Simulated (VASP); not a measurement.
# Re (R-3m) in VASP: a series of runs

Re is run at these levels: LDA; tasks: single point.

All numbers are computed with VASP 6.6.1; they aren't measurements. Logs are shortened: lines on timing, memory, paths and dates and some standing lists are left out, and cuts for length are marked.

## (1) The cell of the first run

Symmetry: R-3m, No. 166, trigonal system. The conventional cell has a = 2.821 Å, b = 2.821 Å, c = 6.705 Å, α = 90.00°, β = 90.00°, γ = 120.00°. Within 3.6 Å of Re (site symmetry -3m) lie 12 Re at 2.77 to 2.82 Å.

## (2) Single point, LDA (equal xy, yz and zx shear strains of -2 %)

INCAR reads:

```
PREC     = Accurate       # precision mode
ENCUT    = 520            # plane-wave cutoff, eV
EDIFF    = 1E-7           # SCF threshold, eV
ISMEAR   = -1             # smearing method
SIGMA    = 0.03           # smearing width, eV
LREAL    = F              # projectors in reciprocal space
LASPH    = T              # aspherical terms in the spheres
NELM     = 80             # most SCF steps
ALGO     = Normal         # electronic algorithm
ISIF     = 2              # what is computed and relaxed
LWAVE    = F              # write WAVECAR
LCHARG   = F              # write CHGCAR
NBANDS   = 10             # bands
```

KPOINTS reads:

```
Automatic mesh
0
Gamma
  14 14 14
```

POSCAR reads:

```
Re
1.0
   -0.0395000000      1.9552500000      1.9552500000
    1.9552500000     -0.0395000000      1.9552500000
    1.9552500000      1.9552500000     -0.0395000000
Re
1
Direct
    0.0000000000      0.0000000000      0.0000000000
```

Potentials or basis: VASP PAW LDA potentials, release 64 (Re).

Run with:

```bash
$ cat potpaw_LDA.64/Re/POTCAR > POTCAR
$ mpirun -np 1 vasp_std > vasp.out
```

OUTCAR:

```text
PREC = Accurate
   ENCUT = 520
   EDIFF = 1E-7
   ISMEAR = -1
   LREAL = F
   LASPH = T
   NELM = 80
   ISIF = 2

 ion  position               nearest neighbor table
   1  0.000  0.000  0.000-

  LATTYP: Found a trigonal (rhomboedric) cell.
 ALAT       =     2.7654231819
 COS(alpha) =     0.4797000918

  Lattice vectors:

 A1 = (  -0.0395000000,   1.9552500000,   1.9552500000)
 A2 = (   1.9552500000,  -0.0395000000,   1.9552500000)
 A3 = (   1.9552500000,   1.9552500000,  -0.0395000000)

Analysis of symmetry for initial positions (statically):
=====================================================================
 Subroutine PRICEL returns:
 Original cell was already a primitive cell.

 Routine SETGRP: Setting up the symmetry group for a
 trigonal (rhombohedral) supercell.

 Subroutine GETGRP returns: Found 12 space group operations
 (whereof 12 operations were pure point group operations)
 out of a pool of 12 trial point group operations.

The static configuration has the point symmetry D_3d.

Analysis of symmetry for dynamics (positions and initial velocities):
=====================================================================
 Subroutine PRICEL returns:
 Original cell was already a primitive cell.

 Routine SETGRP: Setting up the symmetry group for a
 trigonal (rhombohedral) supercell.

 Subroutine GETGRP returns: Found 12 space group operations
 (whereof 12 operations were pure point group operations)
 out of a pool of 12 trial point group operations.

The dynamic configuration has the point symmetry D_3d.

 Subroutine INISYM returns: Found 12 space group operations
 (whereof 12 operations are pure point group operations),
 and found     1 'primitive' translations

----------------------------------------------------------------------------------------

                                     Primitive cell

  volume of cell :      15.4028

  direct lattice vectors                    reciprocal lattice vectors
    -0.039500000  1.955250000  1.955250000    -0.248100243  0.253215712  0.253215712
     1.955250000 -0.039500000  1.955250000     0.253215712 -0.248100243  0.253215712
     1.955250000  1.955250000 -0.039500000     0.253215712  0.253215712 -0.248100243

  length of vectors
     2.765423182  2.765423182  2.765423182     0.435649083  0.435649083  0.435649083

  position of ions in fractional coordinates (direct lattice)
     0.000000000  0.000000000  0.000000000

  ion indices of the primitive-cell ions
   primitive index   ion index
                 1           1

----------------------------------------------------------------------------------------

 KPOINTS: Automatic mesh

Automatic generation of k-mesh.
 Grid dimensions read from file:
 generate k-points for:   14   14   14

 Generating k-lattice:

  Cartesian coordinates                     Fractional coordinates (reciprocal lattice)
    -0.017721446  0.018086837  0.018086837     0.071428571  0.000000000 -0.000000000
     0.018086837 -0.017721446  0.018086837     0.000000000  0.071428571 -0.000000000
     0.018086837  0.018086837 -0.017721446     0.000000000  0.000000000  0.071428571

  Length of vectors
     0.031117792  0.031117792  0.031117792

  Shift w.r.t. Gamma in fractional coordinates (k-lattice)
     0.000000000  0.000000000  0.000000000

 Subroutine IBZKPT returns following result:
 ===========================================

 Found    288 irreducible k-points:

 Following reciprocal coordinates:
            Coordinates               Weight
  0.000000  0.000000  0.000000      1.000000
  0.071429  0.000000  0.000000      6.000000
  0.142857  0.000000  0.000000      6.000000
  0.214286  0.000000  0.000000      6.000000
  0.285714  0.000000 -0.000000      6.000000
  0.357143  0.000000  0.000000      6.000000
[... 16 lines left out ...]
  0.214286  0.142857  0.000000     12.000000
  0.285714  0.142857  0.000000     12.000000
 [... further k-points ...]
   k-points           NKPTS =    288   k-points in BZ     NKDIM =    288   number of bands    NBANDS=     10
   number of dos      NEDOS =    301   number of ions     NIONS =      1
   total plane-waves  NPLWV =  13824
   dimension x,y,z NGX =    24 NGY =   24 NGZ =   24
   dimension x,y,z NGXF=    48 NGYF=   48 NGZF=   48
   ions per type =               1
   NGX,Y,Z   is equivalent  to a cutoff of  14.43, 14.43, 14.43 a.u.
   NGXF,Y,Z  is equivalent  to a cutoff of  28.86, 28.86, 28.86 a.u.
 SYSTEM =  unknown system
   PREC   = accura    normal or accurate (medium, high low for compatibility)
   ISTART =      0    job   : 0-new  1-cont  2-samecut
   ICHARG =      2    charge: 1-file 2-atom 10-const
   ISPIN  =      1    spin polarized calculation?
   LNONCOLLINEAR =      F non collinear calculations
   LSORBIT =      F    spin-orbit coupling
   LASPH  =      T    aspherical Exc in radial PAW
   ENCUT  =  520.0 eV  38.22 Ry    6.18 a.u.   5.14  5.14  5.14*2*pi/ulx,y,z
   NELM   =     80;   NELMIN=  2; NELMDL= -5     # of ELM steps
   EDIFF  = 0.1E-06   stopping-criterion for ELM
   LREAL  =      F    real-space projection
   EDIFFG = 0.1E-05   stopping-criterion for IOM
   NSW    =      0    number of steps for IOM
   IBRION =     -1    ionic relax: 0-MD 1-quasi-New 2-CG
   NFREE  =      0    steps in history (QN), initial steepest desc. (CG)
   ISIF   =      2    stress and relaxation
   ISYM   =      2    0-nonsym 1-usesym 2-fastsym
   POTIM  = 0.5000    time-step for ionic-motion
   TEBEG  =    0.0;   TEEND  =   0.0 temperature during run
   PSTRESS=    0.0 pullay stress
   NELECT =       7.0000    total number of electrons
   NUPDOWN=      -1.0000    fix difference up-down
   EMIN   =  10.00;   EMAX   =-10.00  energy-range for DOS
   EFERMI =   0.00;   METHOD = LEGACY
   ISMEAR =    -1;   SIGMA  =   0.03  broadening in eV -4-tet -1-fermi 0-gaus
   EFERMI_NEDOS =   21; number of points for ismear=-14 and -15
   IALGO  =     38    algorithm
   IMIX   =      4    mixing-type and parameters
     AMIX     =   0.40;   BMIX     =  1.00
     AMIX_MAG =   1.60;   BMIX_MAG =  1.00
  volume/ion in A,a.u.               =      15.40       103.94
  Fermi-wavevector in a.u.,A,eV,Ry     =   1.258657  2.378517 21.554594  1.584218
  Thomas-Fermi vector in A             =   2.392256
   LORBIT       =      0    0 simple, 1 ext, 2 COOP (PROOUT), +10 PAW based schemes
   GGA     = CA    functional components
   LHFCALC =     F    Hartree Fock is set to
   AEXX    =    0.0000 exact exchange contribution
   IVDW    =     0    specifies the selected vdW correction
   LEPSILON=     F    determine dielectric tensor
   LRPA    =     F    only Hartree local field effects (RPA)
 non-spin polarized calculation
  energy-cutoff  :      520.00
  volume of cell :       15.40
 maximum number of plane-waves:       426
 NGX is ok and might be reduce to    24
   NGX = 11   NGY = 11   NGZ = 11

 number of electron       7.0000000 magnetization

 Free energy of the ion-electron system (eV)
  ---------------------------------------------------
  ext. energy  EPLUGINS =         0.00000000
  ---------------------------------------------------
  free energy    TOTEN  =       -13.60812271 eV

  energy without entropy =      -13.60461255  energy(sigma->0) =      -13.60636763

 E-fermi :   7.5528     XC(G=0): -13.5957

 val. band max:        7.5515414693   @ k =   0.1429   0.1429   0.0000
 cond. band min:       7.5576322816   @ k =  -0.3571  -0.4286   0.1429
 fundamental gap:      0.0060908123
 Fermi energy:         7.5527642897

 k-point     1 :       0.0000    0.0000    0.0000
  band No.  band energies     occupation
      1      -2.1986      2.00000
      2       5.5367      2.00000
      3       5.5367      2.00000
      4       6.0901      2.00000
      5       8.7024      0.00000
      6       8.7024      0.00000
      7      21.4661      0.00000
      8      26.5430      0.00000
      9      26.5430      0.00000
     10      27.4310      0.00000

 k-point     2 :       0.0714    0.0000    0.0000
  band No.  band energies     occupation
      1      -1.9769      2.00000
      2       5.4295      2.00000
      3       5.6245      2.00000
      4       6.1661      2.00000
      5       8.6269      0.00000
      6       8.6342      0.00000
      7      21.8860      0.00000
      8      25.5937      0.00000
      9      26.9568      0.00000
     10      27.7369      0.00000

 k-point     3 :       0.1429    0.0000    0.0000
  band No.  band energies     occupation
      1      -1.3515      2.00000
      2       5.1400      2.00000
      3       5.8215      2.00000
      4       6.3815      2.00000
      5       8.5048      0.00000
      6       8.5339      0.00000
      7      22.9152      0.00000
      8      23.9635      0.00000
      9      28.1370      0.00000
     10      28.8155      0.00000

 k-point     4 :       0.2143    0.0000    0.0000
  band No.  band energies     occupation
      1      -0.4653      2.00000
      2       4.8962      2.00000
      3       5.9289      2.00000
      4       6.5073      2.00000
      5       8.6104      0.00000
      6       8.7046      0.00000
      7      22.0678      0.00000
      8      24.4033      0.00000
      9      29.9190      0.00000
     10      30.4535      0.00000
[... 222 lines left out ...]
 k-point    22 :       0.1429    0.1429    0.0000
  band No.  band energies     occupation
      1      -1.0438      2.00000
      2       4.7578      2.00000
      3       6.2758      2.00000
      4       6.6198      2.00000
      5       7.5515      1.02038
      6       9.0789      0.00000
      7      23.6434      0.00000
      8      25.3238      0.00000
      9      27.0042      0.00000
     10      27.6337      0.00000

 k-point    23 :       0.2143    0.1429    0.0000
  band No.  band energies     occupation
      1      -0.3486      2.00000
      2       4.3754      2.00000
      3       6.3809      2.00000
      4       6.9729      2.00000
      5       7.4116      1.98206
      6       9.3021      0.00000
      7      24.2264      0.00000
      8      24.8609      0.00000
      9      27.8744      0.00000
     10      27.9085      0.00000

 k-point    24 :       0.2857    0.1429    0.0000
  band No.  band energies     occupation
      1       0.5289      2.00000
      2       4.1383      2.00000
      3       5.9032      2.00000
      4       7.0647      2.00000
      5       8.2288      0.00000
      6       9.7729      0.00000
      7      22.6107      0.00000
      8      25.6446      0.00000
      9      27.9247      0.00000
     10      28.5538      0.00000

 [... further k-points ...]
[... 5 lines left out ...]
  --------------------------------------------------------------------------------------
  -------------------------------------------------------------------------------------
  Total       -2.1853486     -2.1853486     -2.1853486      0.2700072      0.2700072      0.2700072
  in kB     -227.3166235   -227.3166235   -227.3166235     28.0857373     28.0857373     28.0857373
  external PRESSURE =    -227.3166235 kB  Pullay stress =       0.0000000 kB

 VOLUME and BASIS-vectors are now :
 -----------------------------------------------------------------------------
  energy-cutoff  :      520.00
  volume of cell :       15.40
      direct lattice vectors                 reciprocal lattice vectors
    -0.039500000  1.955250000  1.955250000    -0.248100243  0.253215712  0.253215712
     1.955250000 -0.039500000  1.955250000     0.253215712 -0.248100243  0.253215712
     1.955250000  1.955250000 -0.039500000     0.253215712  0.253215712 -0.248100243

 POSITION                                       TOTAL-FORCE (eV/Angst)
 -----------------------------------------------------------------------------------
      0.00000      0.00000      0.00000        -0.000000      0.000000      0.000000
 -----------------------------------------------------------------------------------
    total drift:                               -0.000000      0.000000      0.000000

  FREE ENERGIE OF THE ION-ELECTRON SYSTEM (eV)
  ---------------------------------------------------
  free  energy   TOTEN  =       -13.6081227100 eV

  energy  without entropy=      -13.6046125478  energy(sigma->0) =      -13.60636763
```

It took 23 s on 1 thread of Intel Xeon Platinum 8488C (Sapphire Rapids), shared host; peak memory 0.16 GiB.

What came out:

```yaml
Free_energy: -13.6081 eV
Pressure: -22.7 GPa
Band_gap_on_the_k_mesh: zero (an odd number of electrons rules out a gap without spin polarisation)
```

Levels at points of the mesh, in eV from the Fermi level:
| k point | band 1 | band 2 | band 3 | band 4 | band 5 | band 6 | band 7 | band 8 | band 9 |
| --- | --- | --- | --- | --- | --- | --- | --- | --- | --- |
| (0.00, 0.00, 0.00) | -9.75 | -2.02 | -2.02 | -1.46 | 1.15 | 1.15 | 13.91 | 18.99 | 18.99 |
| (0.50, 0.00, 0.00) | -6.56 | -2.26 | -1.70 | 0.16 | 3.28 | 3.67 | 9.19 | 13.51 | 19.33 |
| (0.50, 0.50, 0.00) | -6.44 | -5.61 | 2.72 | 3.42 | 4.22 | 4.28 | 11.61 | 12.23 | 12.31 |
| (0.50, 0.50, 0.50) | -6.49 | -2.13 | -2.13 | 0.59 | 3.66 | 3.66 | 9.76 | 13.17 | 19.25 |

Caveat: the cell differs from its parent crystal (equal xy, yz and zx shear strains of -2 %); the cell stands under tension; spin-orbit coupling is left out, which moves the levels of the heavy elements.

## (3) Single point, LDA (equal xy, yz and zx shear strains of +3 %)

INCAR reads:

```
ALGO = Normal ; EDIFF = 1E-7
ENCUT = 520 ; GGA = CA
ISIF = 2 ; ISMEAR = -1
LASPH = True ; LCHARG = False
LREAL = False ; LWAVE = False
NBANDS = 10 ; NELM = 80
PREC = Accurate ; SIGMA = 0.03
```

KPOINTS reads:

```
k-points
0
Gamma
  14 14 14
```

POSCAR reads:

```
Re
1.0
    0.0592500000      2.0046250000      2.0046250000
    2.0046250000      0.0592500000      2.0046250000
    2.0046250000      2.0046250000      0.0592500000
Re
1
Direct
    0.0000000000      0.0000000000      0.0000000000
```

Potentials or basis: VASP PAW LDA potentials, release 64 (Re).

Run with:

```bash
$ cat potpaw_LDA.64/Re/POTCAR > POTCAR
$ mpirun -np 1 vasp_std > vasp.out
```

Wall time 24 s (1 thread of Intel Xeon Platinum 8488C (Sapphire Rapids), shared host); peak memory 0.16 GiB.

It converged, with:

```
Free energy            : -13.5957 eV
Pressure               : -22.2 GPa
Band gap on the k mesh : zero (an odd number of electrons rules out a gap without spin polarisation)
```

Stress tensor (GPa, compression positive):
```
-22.18  -5.16  -5.16
 -5.16 -22.18  -5.16
 -5.16  -5.16 -22.18
```

Levels at points of the mesh, in eV from the Fermi level:
| k point | band 1 | band 2 | band 3 | band 4 | band 5 | band 6 | band 7 | band 8 |
| --- | --- | --- | --- | --- | --- | --- | --- | --- |
| (0.00, 0.00, 0.00) | -9.75 | -2.34 | -1.60 | -1.60 | 1.17 | 1.17 | 13.89 | 18.47 |
| (0.50, 0.00, 0.00) | -6.52 | -2.47 | -1.66 | 0.43 | 3.22 | 3.90 | 9.59 | 13.31 |
| (0.50, 0.50, 0.00) | -6.45 | -5.62 | 2.73 | 3.38 | 4.18 | 4.34 | 11.46 | 12.26 |
| (0.50, 0.50, 0.50) | -6.65 | -1.88 | -1.88 | -0.19 | 3.38 | 3.38 | 8.66 | 13.80 |

Caveat: the cell differs from its parent crystal (equal xy, yz and zx shear strains of +3 %); the cell stands under tension; spin-orbit coupling is left out, which moves the levels of the heavy elements.
